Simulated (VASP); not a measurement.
# Ge (Fd-3m) in VASP: further runs, part 2 of 2

VASP 6.6.1. The steps go on from the part before.

## 5. Relaxation of cell and atoms, r2SCAN, target pressure 20 GPa, at which the enthalpy is minimised

The input, POSCAR:

```
Ge
1.0
    0.0000000000      2.8300000000      2.8300000000
    2.8300000000      0.0000000000      2.8300000000
    2.8300000000      2.8300000000      0.0000000000
Ge
2
Direct
    0.0000000000      0.0000000000      0.0000000000
    0.2500000000      0.2500000000      0.2500000000
```

The input, INCAR.step1:

```
ALGO = Normal
EDIFF = 1E-4
ENCUT = 600
GGA = PE
ISMEAR = -1
LASPH = T
LCHARG = F
LREAL = F
LWAVE = T
NELM = 100
PREC = Accurate
SIGMA = 0.05
```

The input, INCAR.step2:

```
ALGO = Normal
EDIFF = 1E-6
EDIFFG = -0.03
ENCUT = 600
IBRION = 2
ISIF = 3
ISMEAR = -1
ISTART = 1
LASPH = T
LCHARG = F
LMIXTAU = T
LREAL = F
LWAVE = F
METAGGA = R2SCAN
NELM = 100
NSW = 80
PREC = Accurate
PSTRESS = 200.0
SIGMA = 0.05
```

The input, KPOINTS:

```
k-points
0
Gamma
  8 8 8
```

Potentials or basis: VASP PAW PBE potentials, release 64 (Ge_d).

The run is started by

```
> cat potpaw_PBE.64/Ge_d/POTCAR > POTCAR
> cp INCAR.step1 INCAR
> mpirun -np 1 vasp_std > vasp.out
> cp INCAR.step2 INCAR
> mpirun -np 1 vasp_std > vasp.out
```

OUTCAR:

```text
EDIFF = 1E-6
   EDIFFG = -0.03
   ENCUT = 600
   IBRION = 2
   ISIF = 3
   ISMEAR = -1
   ISTART = 1
   LASPH = T
   LREAL = F
   METAGGA = R2SCAN
   NELM = 100
   NSW = 80
   PREC = Accurate
   PSTRESS = 200.0

 ion  position               nearest neighbor table
   1  0.000  0.000  0.000-   2 2.45   2 2.45   2 2.45   2 2.45
   2  0.250  0.250  0.250-   1 2.45   1 2.45   1 2.45   1 2.45

  LATTYP: Found a face centered cubic cell.
 ALAT       =     5.6600000000

  Lattice vectors:

 A1 = (   0.0000000000,   2.8300000000,   2.8300000000)
 A2 = (   2.8300000000,   0.0000000000,   2.8300000000)
 A3 = (   2.8300000000,   2.8300000000,   0.0000000000)

Analysis of symmetry for initial positions (statically):
=====================================================================
 Subroutine PRICEL returns:
 Original cell was already a primitive cell.

 Routine SETGRP: Setting up the symmetry group for a
 face centered cubic supercell.

 Subroutine GETGRP returns: Found 48 space group operations
 (whereof 24 operations were pure point group operations)
 out of a pool of 48 trial point group operations.

The static configuration has the point symmetry T_d .
 The point group associated with its full space group is O_h .

Analysis of symmetry for dynamics (positions and initial velocities):
=====================================================================
 Subroutine PRICEL returns:
 Original cell was already a primitive cell.

 Routine SETGRP: Setting up the symmetry group for a
 face centered cubic supercell.

 Subroutine GETGRP returns: Found 48 space group operations
 (whereof 24 operations were pure point group operations)
 out of a pool of 48 trial point group operations.

The dynamic configuration has the point symmetry T_d .
 The point group associated with its full space group is O_h .

 Subroutine INISYM returns: Found 48 space group operations
 (whereof 24 operations are pure point group operations),
 and found     1 'primitive' translations

[... 115 lines left out ...]
  volume/ion in A,a.u.               =      22.67       152.95
  Fermi-wavevector in a.u.,A,eV,Ry     =   1.394219  2.634692 26.447648  1.943847
  Thomas-Fermi vector in A             =   2.517790
   LORBIT       =      0    0 simple, 1 ext, 2 COOP (PROOUT), +10 PAW based schemes
   METAGGA = R2SCAN    functional components
   LHFCALC =     F    Hartree Fock is set to
   AEXX    =    0.0000 exact exchange contribution
   IVDW    =     0    specifies the selected vdW correction
   LEPSILON=     F    determine dielectric tensor
   LRPA    =     F    only Hartree local field effects (RPA)
 conjugate gradient relaxation of ions
 non-spin polarized calculation
  energy-cutoff  :      600.00
  volume of cell :       45.33
 maximum number of plane-waves:      1540
   NGX = 15   NGY = 15   NGZ = 15

--------------------------------------- Ionic step        1  -------------------------------------------

 number of electron      28.0000014 magnetization

 Free energy of the ion-electron system (eV)
  ---------------------------------------------------
  ext. energy  EPLUGINS =         0.00000000
  ---------------------------------------------------
  free energy    TOTEN  =       -27.73659177 eV

  energy without entropy =      -27.73647359  energy(sigma->0) =      -27.73653268

------------------------ aborting loop because EDIFF is reached ----------------------------------------

  FORCE on cell =-STRESS in cart. coord.  units (eV):
  Direction    XX          YY          ZZ          XY          YZ          ZX
  --------------------------------------------------------------------------------------
  -------------------------------------------------------------------------------------
  Total        0.1847284      0.1847284      0.1847284      0.0000000      0.0000000     -0.0000000
  in kB        6.5291254      6.5291254      6.5291254      0.0000000      0.0000000     -0.0000000
  external PRESSURE =    -193.4708746 kB  Pullay stress =     200.0000000 kB
[... 25 lines left out ...]
--------------------------------------- Ionic step        2  -------------------------------------------

 number of electron      28.0000004 magnetization

 E-fermi :  10.0205     XC(G=0): -13.2353

 val. band max:        9.4953442353   @ k =  -0.1250   0.1250   0.0000
 cond. band min:      10.0417070038   @ k =   0.3750   0.3750   0.0000
 fundamental gap:      0.5463627684
 Fermi energy:        10.0204644553

 k-point     1 :       0.0000    0.0000    0.0000
  band No.  band energies     occupation
      1     -16.7429      2.00000
      2     -16.7429      2.00000
      3     -16.7429      2.00000
      4     -16.6615      2.00000
      5     -16.6615      2.00000
      6     -16.0602      2.00000
[... 608 lines left out ...]
--------------------------------------- Ionic step        5  -------------------------------------------

 number of electron      27.9999989 magnetization

 Free energy of the ion-electron system (eV)
  ---------------------------------------------------
  ext. energy  EPLUGINS =         0.00000000
  ---------------------------------------------------
  free energy    TOTEN  =       -27.33149880 eV

  energy without entropy =      -27.33143736  energy(sigma->0) =      -27.33146808

 E-fermi :   6.9291     XC(G=0): -11.7599

 val. band max:        6.6909412157   @ k =   0.0000   0.0000   0.0000
 cond. band min:       7.2033657665   @ k =   0.3750   0.3750   0.0000
 fundamental gap:      0.5124245508
 Fermi energy:         6.9290508301

 k-point     1 :       0.0000    0.0000    0.0000
  band No.  band energies     occupation
      1     -19.1599      2.00000
      2     -19.1599      2.00000
      3     -19.1599      2.00000
      4     -19.1049      2.00000
      5     -19.1049      2.00000
      6     -18.7694      2.00000
[... 528 lines left out ...]
  energy  without entropy=      -27.3314373560  energy(sigma->0) =      -27.33146808

  enthalpy is  TOTEN    =       -22.5819329269 eV   P V=        4.7495658735

 reached required accuracy - stopping structural energy minimisation
```

It took 3.6 min on 1 thread of Intel Xeon 6975P-C, shared host; peak memory 0.21 GiB.

Results:

```
Free energy                                            : -27.3315 eV
Relaxed volume                                         : 19.02 Å³/atom
Relaxed cell                                           : a = 3.775 Å, b = 3.775 Å, c = 3.775 Å, α = 60.00°, β = 60.00°, γ = 60.00°
Space group after relaxing (to 0.05 Å)                 : Fd-3m (No. 227)
Energy change on relaxing (the enthalpy is what falls) : +202.5 meV/atom
Ionic steps                                            : 5
Pressure after relaxing                                : 20.2 GPa
Band gap on the k mesh                                 : 0.51 eV, indirect (least direct gap 2.18 eV)
```

Step by step:
```
step  energy change (eV)  largest force (eV/Å)  pressure (GPa)  volume (Å³)
   1              0.0000                0.0000            0.65        45.33
   2              2.8023                0.0000           83.18        29.64
   3              0.3504                0.0000           18.32        38.50
   4              0.3884                0.0000           19.59        38.18
   5              0.4051                0.0000           20.15        38.05
```

Final structure:
```cif
data_structure
_symmetry_space_group_name_H-M 'P 1'
_symmetry_Int_Tables_number 1
_cell_length_a 3.7753
_cell_length_b 3.7753
_cell_length_c 3.7753
_cell_angle_alpha 60.000
_cell_angle_beta 60.000
_cell_angle_gamma 60.000
_cell_volume 38.05
loop_
_atom_site_label
_atom_site_type_symbol
_atom_site_fract_x
_atom_site_fract_y
_atom_site_fract_z
_atom_site_occupancy
Ge1 Ge 0.00000 0.00000 0.00000 1
Ge2 Ge 0.25000 0.25000 0.25000 1
```

Levels at points of the mesh, in eV from the valence-band top:
```csv
k point,band 11,band 12,band 13,band 14,band 15,band 16,band 17,band 18
"(0.00, 0.00, 0.00)",-14.83,0.00,0.00,0.00,2.18,2.74,2.74,2.74
"(0.50, 0.00, 0.00)",-12.15,-8.87,-1.80,-1.80,1.07,4.03,4.03,7.72
"(0.50, 0.50, 0.00)",-10.01,-10.01,-3.93,-3.93,0.70,0.70,11.67,11.67
```

Caveat: the cell is relaxed towards a set pressure, so the enthalpy falls and the energy may rise; the volume moved by over 15 % at a fixed basis, so the end points are rough; the PAW data sets were made with another functional, which shifts forces and pressure a little. r2SCAN opens gaps a little over a GGA but as a rule still falls short of measured ones.

## 6. Summary

```tsv
cell	gap on the mesh (eV)	pressure (GPa)
relaxed	0.31	0.0
relaxed to 5 GPa	0.62	5.0
relaxed to 10 GPa	0.65	9.8
relaxed to 20 GPa	0.51	20.2
```

Alike in all rows: task relaxation of cell and atoms; level r2SCAN; potentials or basis VASP PAW PBE potentials, release 64 (Ge_d); no spin polarisation; k mesh 8 × 8 × 8; cutoff (eV) 600; smearing fermi-dirac 0.05 eV.

Caveats: the PAW data sets were made with another functional, which shifts forces and pressure a little; the cell is relaxed towards a set pressure, so the enthalpy falls and the energy may rise (some runs); the volume moved by over 15 % at a fixed basis, so the end points are rough (some runs).

Absolute energies hang on the potentials; compare differences alone.
